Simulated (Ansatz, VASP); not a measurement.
## Two plane-wave programs on TiC

Contents of INCAR:

```
  PREC = Accurate
  ENCUT = 520
  EDIFF = 1E-6
  ISMEAR = 0
  SIGMA = 0.1
  LREAL = F
  LASPH = T
  NELM = 150
  ALGO = Normal
  ISIF = 2
  LWAVE = F
  LCHARG = F
  ISPIN = 2
  MAGMOM = 1 1 1 1 0 0 0 0
  LORBIT = 11
  LMAXMIX = 4
  GGA = PE
  NBANDS = 46
```

The input KPOINTS:

```
regular mesh
0
Gamma
  6 6 2
```

Contents of POSCAR:

```
TiC
1.0
    3.1011933000      0.0000000000      0.0000000000
   -1.5505966000      2.6857122000      0.0000000000
    0.0000000000      0.0000000000      9.7826734000
Ti C
4 4
Direct
    0.6666667000      0.3333333000      0.7500000000
    0.0000000000      0.0000000000      0.0000000000
    0.3333333000      0.6666667000      0.2500000000
    0.0000000000      0.0000000000      0.5000000000
    0.3333333000      0.6666667000      0.8754600000
    0.6666667000      0.3333333000      0.1245400000
    0.6666667000      0.3333333000      0.3754600000
    0.3333333000      0.6666667000      0.6245400000
```

Input for Ansatz:

```yaml
crystal:
  lattice:
    - [3.1011933, 0.0, 0.0]
    - [-1.5505966, 2.6857122, 0.0]
    - [0.0, 0.0, 9.7826734]
  atoms:
    - { symbol: Ti, position: [0.6666667, 0.3333333, 0.75], spin: 1.0 }
    - { symbol: Ti, position: [0.0, 0.0, 0.0], spin: 1.0 }
    - { symbol: Ti, position: [0.3333333, 0.6666667, 0.25], spin: 1.0 }
    - { symbol: Ti, position: [0.0, 0.0, 0.5], spin: 1.0 }
    - { symbol: C, position: [0.3333333, 0.6666667, 0.87546] }
    - { symbol: C, position: [0.6666667, 0.3333333, 0.12454] }
    - { symbol: C, position: [0.6666667, 0.3333333, 0.37546] }
    - { symbol: C, position: [0.3333333, 0.6666667, 0.62454] }
basis:
  ecutwfc: 420
kpoints:
  mp_grid: { grid: [6, 6, 2] }
hamiltonian:
  xc: pbe
scf:
  occupations: { method: gaussian, width: 0.1 }
  lower_state_search: "off"
output:
  forces: true
  stress: true
  eigenvalues: true
  populations: true
magnetization:
  spin_polarized: true
```

Alike in both runs: task single point; functional PBE; k mesh 6 × 6 × 2; occupations gaussian, width 0.1 eV; collinear spin.

|  | VASP | Ansatz |
| --- | --- | --- |
| version | VASP 6.6.1 | Ansatz 0.2.0 |
| potentials or method | VASP PAW PBE potentials, release 64 (Ti_sv, C), cutoff 520 eV | scalar-relativistic, plane waves, PAW |
| valence electrons in the cell | 64 | 64 |

Ansatz gave:

```
gap on the k mesh at the Fermi level (eV)                     : none
pressure (GPa)                                                : 0.1
traceless stress, the component that is largest in VASP (GPa) : 2.47
rms of the force components (eV/Å)                            : 0.031
net moment per atom (μB)                                      : 0.00
```

Problem. Which values does VASP return?

Solution. gap on the k mesh at the Fermi level (eV): none; pressure (GPa): 0.4; traceless stress, the component that is largest in VASP (GPa): 2.41; rms of the force components (eV/Å): 0.031; net moment per atom (μB): 0.00.

Atom by atom the forces differ by 0.000 eV/Å (rms over components). A gap of «none» marks a metal or a gap that the smearing closes. Ansatz's warnings: seeded moment not kept.

The k mesh is coarse, so the values compare programs but aren't converged.
